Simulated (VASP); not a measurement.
Crystal: Li3NiPd.

```
Li Ni Pd
1.0
     3.85272    0.00000    0.00000
     0.00000    3.85272    0.00000
     0.00000    0.00000    3.85272
Li Ni Pd
3 1 1
Direct
  0.00000 0.50000 0.50000
  0.50000 0.00000 0.50000
  0.50000 0.50000 0.00000
  0.00000 0.00000 0.00000
  0.50000 0.50000 0.50000
```

```yaml
Program: VASP 6.6.1
Task: relaxation of cell and atoms
Functional: PBE
Potentials_or_basis: VASP PAW PBE potentials, release 64 (Li_sv, Ni, Pd)
Cutoff: 600 eV
k_mesh: 4 × 4 × 4
Occupations: gaussian, width 0.1 eV
Spin: no spin polarisation
```

At the start: pressure 33.0 GPa; volume 11.44 Å³/atom.

**Question.** How do energy, volume and symmetry change on relaxing?

**Answer.** Over 4 steps the energy falls by 477.1 meV/atom and the volume is 17.88 Å³/atom (+56.3 %); space group Pm-3m (No. 221, to 0.05 Å).

The path:
```tsv
step	energy change (eV)	largest force (eV/Å)	pressure (GPa)	volume (Å³)
1	0.0000	0.0000	32.95	57.19
2	-2.2125	0.0000	5.46	78.95
3	-2.3691	0.0000	1.43	86.34
4	-2.3853	0.0000	0.15	89.41
```

Final structure:
```cif
data_structure
_symmetry_space_group_name_H-M 'P 1'
_symmetry_Int_Tables_number 1
_cell_length_a 4.4716
_cell_length_b 4.4716
_cell_length_c 4.4716
_cell_angle_alpha 90.000
_cell_angle_beta 90.000
_cell_angle_gamma 90.000
_cell_volume 89.41
loop_
_atom_site_label
_atom_site_type_symbol
_atom_site_fract_x
_atom_site_fract_y
_atom_site_fract_z
_atom_site_occupancy
Li1 Li 0.00000 0.50000 0.50000 1
Li2 Li 0.50000 0.00000 0.50000 1
Li3 Li 0.50000 0.50000 0.00000 1
Ni1 Ni 0.00000 0.00000 0.00000 1
Pd1 Pd 0.50000 0.50000 0.50000 1
```

Caveat: the k points lie up to 0.35 Å⁻¹ apart in the final cell; the cutoff is under 1.25 times the usual one of these potentials, so pressure, stress and relaxed cells hold a basis-set (Pulay) error; the volume moved by over 15 % at a fixed basis, so the end points are rough.
